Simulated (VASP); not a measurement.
Input of a VASP 6.6.1 run:

File INCAR:

```
PREC     = Accurate       # precision mode
ENCUT    = 520            # plane-wave cutoff, eV
EDIFF    = 1E-6           # SCF threshold, eV
ISMEAR   = 0              # smearing method
SIGMA    = 0.05           # smearing width, eV
LREAL    = False          # projectors in reciprocal space
LASPH    = True           # aspherical terms in the spheres
NELM     = 100            # most SCF steps
ALGO     = Normal         # electronic algorithm
ISIF     = 2              # what is computed and relaxed
LWAVE    = False          # write WAVECAR
LCHARG   = False          # write CHGCAR
GGA      = PS             # functional
NBANDS   = 35             # bands
```

KPOINTS

```
Automatic mesh
0
Gamma
  12 12 2
```

Contents of POSCAR:

```
MoS2
1.0
    3.1414322073      0.0000000000      0.0000000000
   -1.5707161036      2.7205600958      0.0000000000
    0.0000000000      0.0000000000     12.5788196111
Mo S
2 4
Direct
    0.3293542565      0.6626875899      0.2500000000
    0.6666666667      0.3333333333      0.7500000000
    0.3333333333      0.6666666667      0.6260538431
    0.6666666667      0.3333333333      0.1260538431
    0.3333333333      0.6666666667      0.8739461569
    0.6666666667      0.3333333333      0.3739461569
```

Potentials or basis: VASP PAW PBE potentials, release 64 (Mo_sv, S).

Command:

```sh
$ cat potpaw_PBE.64/Mo_sv/POTCAR potpaw_PBE.64/S/POTCAR > POTCAR
$ mpirun -np 1 vasp_std > vasp.out
```

(1) Predict the largest force.

(2) What does it give for the band gap on the k mesh?

(3) Predict the pressure.

## Answers

(1) 0.262 eV/Å.

(2) 0.99 eV (least direct gap 1.74 eV).

(3) 0.0 GPa.

Caveat: the cell differs from its parent crystal (atom 1 (Mo) moved +0.013 Å towards its neighbour atom 1 (Mo) at 3.141 Å); the PAW data sets were made with another functional, which shifts forces and pressure a little; this functional lacks dispersion, which binds layers or chains, so the pressure and a relaxed spacing across them are unreliable.
